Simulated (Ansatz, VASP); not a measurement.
**One calculation of SiGe, two programs**

Contents of POSCAR:

```
SiGe
1.0
    4.2059426616      0.0000000000      0.0000000000
   -2.1029713308      3.6424531918      0.0000000000
    0.0000000000      0.0000000000      5.5591162692
Si Ge
2 2
Direct
    0.6666666667      0.3333333333      0.8746070000
    0.3333333333      0.6666666667      0.3746070000
    0.6666666667      0.3333333333      0.5003920000
    0.3333333333      0.6666666667      0.0003920000
```

File INCAR.step1:

```
SYSTEM = SiGe
PREC = Accurate ; ENCUT = 520
ISMEAR = 0 ; SIGMA = 0.05
LREAL = .FALSE. ; LASPH = .TRUE.
NELM = 80 ; NBANDS = 26
GGA = PE ; ALGO = Normal
EDIFF = 1E-4 ; LWAVE = .TRUE.
LCHARG = .FALSE.
```

INCAR.step2

```
SYSTEM = SiGe
PREC = Accurate ; ENCUT = 520
EDIFF = 1E-6 ; ISMEAR = 0
SIGMA = 0.05 ; LREAL = .FALSE.
LASPH = .TRUE. ; NELM = 80
ALGO = Normal ; ISIF = 2
LWAVE = .FALSE. ; LCHARG = .FALSE.
METAGGA = R2SCAN ; LMIXTAU = .TRUE.
NBANDS = 26 ; ISTART = 1
```

KPOINTS

```
regular mesh
0
G
  12 12 6
  0 0 0
```

Input for Ansatz:

```yaml
crystal:
  lattice:
    - [4.2059426616, 0.0, 0.0]
    - [-2.1029713308, 3.6424531918, 0.0]
    - [0.0, 0.0, 5.5591162692]
  atoms:
    - { symbol: Si, position: [0.6666666667, 0.3333333333, 0.874607] }
    - { symbol: Si, position: [0.3333333333, 0.6666666667, 0.374607] }
    - { symbol: Ge, position: [0.6666666667, 0.3333333333, 0.500392] }
    - { symbol: Ge, position: [0.3333333333, 0.6666666667, 0.000392] }
basis:
  ecutwfc: 500
kpoints:
  mp_grid: { grid: [12, 12, 6] }
hamiltonian:
  xc: r2scan
scf:
  occupations: { method: gaussian, width: 0.05 }
output:
  forces: true
  stress: true
  eigenvalues: true
```

Alike in both runs: task single point; functional r2SCAN; k mesh 12 × 12 × 6; occupations gaussian, width 0.05 eV; no spin polarisation.

|  | VASP | Ansatz |
| --- | --- | --- |
| version | VASP 6.6.1 | Ansatz 0.2.0 |
| potentials or method | VASP PAW PBE potentials, release 64 (Si, Ge_d), cutoff 520 eV | scalar-relativistic, plane waves, PAW |
| valence electrons in the cell | 36 | 36 |

|  | VASP | Ansatz | Ansatz less VASP |
| --- | --- | --- | --- |
| gap on the k mesh at the Fermi level (eV) | none | none | - |
| pressure (GPa) | 8.4 | 8.5 | +0.10 |
| traceless stress, the component that is largest in VASP (GPa) | 41.66 | 41.72 | +0.054 |
| rms of the force components (eV/Å) | 2.528 | 2.537 | +0.0094 |

VASP's potentials were made for PBE, not for r2SCAN. Atom by atom the forces differ by 0.009 eV/Å (rms over components). A gap of «none» marks a metal or a gap that the smearing closes. With one functional, cell and mesh, what is left measures potentials, basis and numerics.
